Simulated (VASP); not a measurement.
# Sb (Fm-3m) in VASP: further runs

The runs below take Sb through single point, with PBE.

Everything below comes from runs of VASP 6.6.1. Logs are shortened: lines on timing, memory, paths and dates and some standing lists are left out, and cuts for length are marked.

## Step 1: The cell of the first run

Symmetry: Fm-3m, No. 225, cubic system. The conventional cell has a = 4.791 Å, b = 4.791 Å, c = 4.791 Å, α = 90.00°, β = 90.00°, γ = 90.00°. Sb (site symmetry m-3m) has 12 Sb at 3.39 Å within 4.5 Å.

## Step 2: Single point, PBE

INCAR reads:

```
ALGO = Normal
EDIFF = 1E-6
ENCUT = 520
GGA = PE
ISIF = 2
ISMEAR = -1
LASPH = T
LCHARG = T
LELF = T
LREAL = F
LVHAR = T
LWAVE = F
NBANDS = 8
NELM = 100
PREC = Accurate
SIGMA = 0.15
```

KPOINTS reads:

```
k-points
0
Gamma
  4 4 4
```

POSCAR reads:

```
Sb
1.0
    0.0000000000      2.3957000000      2.3957000000
    2.3957000000      0.0000000000      2.3957000000
    2.3957000000      2.3957000000      0.0000000000
Sb
1
Direct
    0.0000000000      0.0000000000      0.0000000000
```

Potentials or basis: VASP PAW PBE potentials, release 64 (Sb).

On the command line:

```bash
cat potpaw_PBE.64/Sb/POTCAR > POTCAR
mpirun -np 1 vasp_std > vasp.out
```

OUTCAR:

```text
EDIFF = 1E-6
   ENCUT = 520
   GGA = PE
   ISIF = 2
   ISMEAR = -1
   LASPH = T
   LREAL = F
   NELM = 100
   PREC = Accurate

 ion  position               nearest neighbor table
   1  0.000  0.000  0.000-

  LATTYP: Found a face centered cubic cell.
 ALAT       =     4.7914000000

  Lattice vectors:

 A1 = (   0.0000000000,   2.3957000000,   2.3957000000)
 A2 = (   2.3957000000,   0.0000000000,   2.3957000000)
 A3 = (   2.3957000000,   2.3957000000,   0.0000000000)

Analysis of symmetry for initial positions (statically):
=====================================================================
 Subroutine PRICEL returns:
 Original cell was already a primitive cell.

 Routine SETGRP: Setting up the symmetry group for a
 face centered cubic supercell.

 Subroutine GETGRP returns: Found 48 space group operations
 (whereof 48 operations were pure point group operations)
 out of a pool of 48 trial point group operations.

The static configuration has the point symmetry O_h .

Analysis of symmetry for dynamics (positions and initial velocities):
=====================================================================
 Subroutine PRICEL returns:
 Original cell was already a primitive cell.

 Routine SETGRP: Setting up the symmetry group for a
 face centered cubic supercell.

 Subroutine GETGRP returns: Found 48 space group operations
 (whereof 48 operations were pure point group operations)
 out of a pool of 48 trial point group operations.

The dynamic configuration has the point symmetry O_h .

 Subroutine INISYM returns: Found 48 space group operations
 (whereof 48 operations are pure point group operations),
 and found     1 'primitive' translations

----------------------------------------------------------------------------------------

                                     Primitive cell

  volume of cell :      27.4997

  direct lattice vectors                    reciprocal lattice vectors
     0.000000000  2.395700000  2.395700000    -0.208707267  0.208707267  0.208707267
     2.395700000  0.000000000  2.395700000     0.208707267 -0.208707267  0.208707267
     2.395700000  2.395700000  0.000000000     0.208707267  0.208707267 -0.208707267

  length of vectors
     3.388031431  3.388031431  3.388031431     0.361491591  0.361491591  0.361491591

  position of ions in fractional coordinates (direct lattice)
     0.000000000  0.000000000  0.000000000

  ion indices of the primitive-cell ions
   primitive index   ion index
                 1           1

----------------------------------------------------------------------------------------

 KPOINTS: k-points

Automatic generation of k-mesh.
 Grid dimensions read from file:
 generate k-points for:    4    4    4

 Generating k-lattice:

  Cartesian coordinates                     Fractional coordinates (reciprocal lattice)
    -0.052176817  0.052176817  0.052176817     0.250000000  0.000000000  0.000000000
     0.052176817 -0.052176817  0.052176817     0.000000000  0.250000000  0.000000000
     0.052176817  0.052176817 -0.052176817     0.000000000  0.000000000  0.250000000

  Length of vectors
     0.090372898  0.090372898  0.090372898

  Shift w.r.t. Gamma in fractional coordinates (k-lattice)
     0.000000000  0.000000000  0.000000000

 Subroutine IBZKPT returns following result:
 ===========================================

 Found      8 irreducible k-points:

 Following reciprocal coordinates:
            Coordinates               Weight
  0.000000  0.000000  0.000000      1.000000
  0.250000  0.000000  0.000000      8.000000
  0.500000  0.000000  0.000000      4.000000
  0.250000  0.250000  0.000000      6.000000
  0.500000  0.250000  0.000000     24.000000
 -0.250000  0.250000  0.000000     12.000000
  0.500000  0.500000  0.000000      3.000000
 -0.250000  0.500000  0.250000      6.000000
   k-points           NKPTS =      8   k-points in BZ     NKDIM =      8   number of bands    NBANDS=      8
   number of dos      NEDOS =    301   number of ions     NIONS =      1
   total plane-waves  NPLWV =  21952
   dimension x,y,z NGX =    28 NGY =   28 NGZ =   28
   dimension x,y,z NGXF=    56 NGYF=   56 NGZF=   56
   ions per type =               1
   NGX,Y,Z   is equivalent  to a cutoff of  13.74, 13.74, 13.74 a.u.
   NGXF,Y,Z  is equivalent  to a cutoff of  27.48, 27.48, 27.48 a.u.
 SYSTEM =  unknown system
   PREC   = accura    normal or accurate (medium, high low for compatibility)
   ISTART =      0    job   : 0-new  1-cont  2-samecut
   ICHARG =      2    charge: 1-file 2-atom 10-const
   ISPIN  =      1    spin polarized calculation?
   LNONCOLLINEAR =      F non collinear calculations
   LSORBIT =      F    spin-orbit coupling
   LASPH  =      T    aspherical Exc in radial PAW
   ENCUT  =  520.0 eV  38.22 Ry    6.18 a.u.   6.30  6.30  6.30*2*pi/ulx,y,z
   NELM   =    100;   NELMIN=  2; NELMDL= -5     # of ELM steps
   EDIFF  = 0.1E-05   stopping-criterion for ELM
   LREAL  =      F    real-space projection
   EDIFFG = 0.1E-04   stopping-criterion for IOM
   NSW    =      0    number of steps for IOM
   IBRION =     -1    ionic relax: 0-MD 1-quasi-New 2-CG
   NFREE  =      0    steps in history (QN), initial steepest desc. (CG)
   ISIF   =      2    stress and relaxation
   ISYM   =      2    0-nonsym 1-usesym 2-fastsym
   POTIM  = 0.5000    time-step for ionic-motion
   TEBEG  =    0.0;   TEEND  =   0.0 temperature during run
   PSTRESS=    0.0 pullay stress
   NELECT =       5.0000    total number of electrons
   NUPDOWN=      -1.0000    fix difference up-down
   EMIN   =  10.00;   EMAX   =-10.00  energy-range for DOS
   EFERMI =   0.00;   METHOD = LEGACY
   ISMEAR =    -1;   SIGMA  =   0.15  broadening in eV -4-tet -1-fermi 0-gaus
   EFERMI_NEDOS =   21; number of points for ismear=-14 and -15
   IALGO  =     38    algorithm
   IMIX   =      4    mixing-type and parameters
     AMIX     =   0.40;   BMIX     =  1.00
     AMIX_MAG =   1.60;   BMIX_MAG =  1.00
  volume/ion in A,a.u.               =      27.50       185.58
  Fermi-wavevector in a.u.,A,eV,Ry     =   0.927447  1.752621 11.703157  0.860158
  Thomas-Fermi vector in A             =   2.053518
   LORBIT       =      0    0 simple, 1 ext, 2 COOP (PROOUT), +10 PAW based schemes
   GGA     = PE    functional components
[... 5 lines left out ...]
 non-spin polarized calculation
  energy-cutoff  :      520.00
  volume of cell :       27.50
 maximum number of plane-waves:       754
 NGX is ok and might be reduce to    28
   NGX = 13   NGY = 13   NGZ = 13

 number of electron       5.0000000 magnetization

 Free energy of the ion-electron system (eV)
  ---------------------------------------------------
  ext. energy  EPLUGINS =         0.00000000
  ---------------------------------------------------
  free energy    TOTEN  =        -3.91243244 eV

  energy without entropy =       -3.82189685  energy(sigma->0) =       -3.86716464

 E-fermi :   7.6473     XC(G=0): -10.1529

 val. band max:        7.5268605368   @ k =   0.5000   0.2500   0.0000
 cond. band min:       8.6117245200   @ k =   0.5000   0.5000   0.0000
 fundamental gap:      1.0848639832
 Fermi energy:         7.6472833546

 k-point     1 :       0.0000    0.0000    0.0000
  band No.  band energies     occupation
      1      -4.5262      2.00000
      2      13.3988      0.00000
      3      13.3988      0.00000
      4      13.3988      0.00000
      5      18.1212      0.00000
      6      18.1212      0.00000
      7      18.1212      0.00000
      8      18.4874      0.00000

 k-point     2 :       0.2500    0.0000    0.0000
  band No.  band energies     occupation
      1      -3.3327      2.00000
      2       7.4276      1.62449
      3      12.4115      0.00000
      4      12.4115      0.00000
      5      16.3809      0.00000
      6      18.5204      0.00000
      7      18.5204      0.00000
      8      19.8090      0.00000

 k-point     3 :       0.5000    0.0000    0.0000
  band No.  band energies     occupation
      1      -0.8957      2.00000
      2       2.5616      2.00000
      3      11.7645      0.00000
      4      11.7645      0.00000
      5      16.2724      0.00000
      6      17.2834      0.00000
      7      17.2834      0.00000
      8      17.8944      0.00000

 k-point     4 :       0.2500    0.2500    0.0000
  band No.  band energies     occupation
      1      -2.9272      2.00000
      2       9.0005      0.00024
      3      10.2949      0.00000
      4      10.2949      0.00000
      5      14.2066      0.00000
      6      14.9341      0.00000
      7      22.4849      0.00000
      8      22.4849      0.00000

 k-point     5 :       0.5000    0.2500    0.0000
  band No.  band energies     occupation
      1      -0.5001      2.00000
      2       4.2945      2.00000
      3       7.5269      1.38115
      4       9.8083      0.00000
      5      13.7557      0.00000
      6      18.1970      0.00000
      7      20.9367      0.00000
      8      21.6721      0.00000

 k-point     6 :      -0.2500    0.2500    0.0000
  band No.  band energies     occupation
      1      -1.4689      2.00000
      2       5.7513      1.99999
      3       6.8570      1.98975
      4      11.5209      0.00000
      5      15.3657      0.00000
      6      19.7396      0.00000
      7      19.7942      0.00000
      8      20.4550      0.00000

 k-point     7 :       0.5000    0.5000    0.0000
  band No.  band energies     occupation
      1       0.6655      2.00000
      2       3.4332      2.00000
      3       8.6117      0.00322
      4       8.6117      0.00322
      5      12.3721      0.00000
      6      12.8574      0.00000
      7      25.6186      0.00000
      8      26.2646      0.00000

 k-point     8 :      -0.2500    0.5000    0.2500
  band No.  band energies     occupation
      1       0.8820      2.00000
      2       5.1602      2.00000
      3       5.1602      2.00000
      4       6.7971      1.99311
      5      17.3551      0.00000
      6      18.8543      0.00000
      7      18.8543      0.00000
      8      19.9934      0.00000

------------------------ aborting loop because EDIFF is reached ----------------------------------------

  FORCE on cell =-STRESS in cart. coord.  units (eV):
  Direction    XX          YY          ZZ          XY          YZ          ZX
  --------------------------------------------------------------------------------------
  -------------------------------------------------------------------------------------
  Total       -0.3043107     -0.3043107     -0.3043107     -0.0000000      0.0000000      0.0000000
  in kB      -17.7296659    -17.7296659    -17.7296659     -0.0000000      0.0000000      0.0000000
  external PRESSURE =     -17.7296659 kB  Pullay stress =       0.0000000 kB

 VOLUME and BASIS-vectors are now :
 -----------------------------------------------------------------------------
  energy-cutoff  :      520.00
  volume of cell :       27.50
      direct lattice vectors                 reciprocal lattice vectors
     0.000000000  2.395700000  2.395700000    -0.208707267  0.208707267  0.208707267
     2.395700000  0.000000000  2.395700000     0.208707267 -0.208707267  0.208707267
     2.395700000  2.395700000  0.000000000     0.208707267  0.208707267 -0.208707267

 POSITION                                       TOTAL-FORCE (eV/Angst)
 -----------------------------------------------------------------------------------
      0.00000      0.00000      0.00000         0.000000      0.000000     -0.000000
 -----------------------------------------------------------------------------------
    total drift:                                0.000000      0.000000      0.000000

  FREE ENERGIE OF THE ION-ELECTRON SYSTEM (eV)
  ---------------------------------------------------
  free  energy   TOTEN  =        -3.9124324357 eV

  energy  without entropy=       -3.8218968469  energy(sigma->0) =       -3.86716464
```

It took 3.5 s on 1 thread of Intel Xeon 6975P-C, shared host; peak memory 0.15 GiB.

Results:

```yaml
Free_energy: -3.9124 eV
Pressure: -1.8 GPa
```

Caveat: the k points lie up to 0.57 Å⁻¹ apart; spin-orbit coupling is left out, which moves the levels of the heavy elements.

## Step 3: Single point, PBE, non-collinear spin, zero start, spin-orbit coupling

INCAR reads:

```
SYSTEM = Sb
ALGO     = Normal         ! electronic algorithm
EDIFF    = 1E-6           ! SCF threshold, eV
ENCUT    = 520            ! plane-wave cutoff, eV
GGA      = PE             ! functional
GGA_COMPAT= .False.      
ISIF     = 2              ! what is computed and relaxed
ISMEAR   = -1             ! smearing method
LASPH    = .True.         ! aspherical terms in the spheres
LCHARG   = .False.        ! write CHGCAR
LNONCOLLINEAR= .True.         ! non-collinear magnetism
LORBIT   = 11             ! projections on sites
LORBMOM  = .True.       
LREAL    = .False.        ! projectors in reciprocal space
LSORBIT  = .True.         ! spin-orbit coupling
LWAVE    = .False.        ! write WAVECAR
MAGMOM   = 0 0 0          ! initial moments
NBANDS   = 16             ! bands
NELM     = 150            ! most SCF steps
PREC     = Accurate       ! precision mode
SIGMA    = 0.15           ! smearing width, eV
```

KPOINTS reads:

```
k-points
0
Gamma
  4 4 4
  0 0 0
```

POSCAR is that of step 2.

Potentials or basis: VASP PAW PBE potentials, release 64 (Sb).

On the command line:

```bash
cat potpaw_PBE.64/Sb/POTCAR > POTCAR
mpirun -np 1 vasp_ncl > vasp.out
```

It took 11 s on 1 thread of Intel Xeon 6975P-C, shared host; peak memory 0.23 GiB.

It converged, with:

* Free energy: -3.9764 eV
* Pressure: -1.6 GPa
* Net moment: 0.00 μB per cell
* Valence electrons inside the program's atomic spheres: Sb 2.31

Moments on the atoms (μB; x, y, z):
```
Sb  0.00 0.00 0.00
```

Caveat: the k points lie up to 0.57 Å⁻¹ apart.

## Step 4: Single point, PBE, non-collinear spin, zero start, spin-orbit coupling

INCAR reads:

```
PREC = Accurate ; ENCUT = 520
EDIFF = 1E-7 ; ISMEAR = -1
SIGMA = 0.15 ; LREAL = False
LASPH = True ; NELM = 150
ALGO = Normal ; ISIF = 2
LWAVE = False ; LCHARG = False
MAGMOM = 0 0 0 ; LORBIT = 11
LSORBIT = True ; GGA_COMPAT = False
LORBMOM = True ; GGA = PE
NBANDS = 16
```

KPOINTS reads:

```
Automatic mesh
0
Gamma
  4 4 4
```

POSCAR is that of step 3.

On the command line:

```bash
cat potpaw_PBE.64/Sb/POTCAR > POTCAR
mpirun -np 1 vasp_ncl > vasp.out
```

Run time: 13 s. Hardware: 1 thread of Intel Xeon 6975P-C, shared host; peak memory 0.23 GiB.

It converged, with:

* Free energy: -3.9764 eV
* Pressure: -1.6 GPa
* Net moment: 0.00 μB per cell
* Valence electrons inside the program's atomic spheres: Sb 2.31

Moments on the atoms (μB; x, y, z):
```
Sb  0.00 0.00 0.00
```

Caveat: the k points lie up to 0.57 Å⁻¹ apart.
